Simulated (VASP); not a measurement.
Input of a VASP 6.6.1 run:

The input INCAR:

```
PREC     = Accurate       # precision mode
ENCUT    = 520            # plane-wave cutoff, eV
EDIFF    = 1E-6           # SCF threshold, eV
ISMEAR   = 0              # smearing method
SIGMA    = 0.02           # smearing width, eV
LREAL    = F              # projectors in reciprocal space
LASPH    = T              # aspherical terms in the spheres
NELM     = 60             # most SCF steps
ALGO     = Normal         # electronic algorithm
ISIF     = 2              # what is computed and relaxed
LWAVE    = F              # write WAVECAR
LCHARG   = F              # write CHGCAR
GGA      = PE             # functional
NBANDS   = 31             # bands
```

The input KPOINTS:

```
regular mesh
0
Gamma
  8 8 4
```

The input POSCAR:

```
Mg3CdS4
1.0
    3.6763159246      0.0000000000      0.0000000000
    0.0000000000      3.6763159246      0.0000000000
    0.0000000000      0.0000000000     10.4117385835
Mg Cd S
3 1 4
Direct
    0.0000000000      0.0000000000      0.7461049125
    0.0000000000      0.0000000000      0.2538950875
    0.5000000000      0.5000000000      0.5000000000
    0.5000000000      0.5000000000      0.0000000000
    0.0000000000      0.0000000000      0.0000000000
    0.5000000000      0.5000000000      0.2568510630
    0.0000000000      0.0000000000      0.5000000000
    0.5000000000      0.5000000000      0.7431489370
```

Potentials or basis: VASP PAW PBE potentials, release 64 (Mg, Cd, S).

Command:

```console
$ cat potpaw_PBE.64/Mg/POTCAR potpaw_PBE.64/Cd/POTCAR potpaw_PBE.64/S/POTCAR > POTCAR
$ mpirun -np 1 vasp_std > vasp.out
```

Question: Estimate the largest force.

Answer: 0.030 eV/Å.

Question: What does it give for the pressure?

Answer: 5.2 GPa.

Question: What does it give for the band gap on the k mesh?

Answer: 1.06 eV (least direct gap 2.02 eV).

Forces in eV/Å, atoms in the order of the input:
```
Mg   0.000  0.000  0.002
Mg   0.000  0.000 -0.002
Mg   0.000  0.000  0.000
Cd   0.000  0.000  0.000
S    0.000  0.000  0.000
S    0.000  0.000  0.030
S    0.000  0.000  0.000
S    0.000  0.000 -0.030
```

Caveat: the cell stands under pressure. A k mesh can miss the band edges.
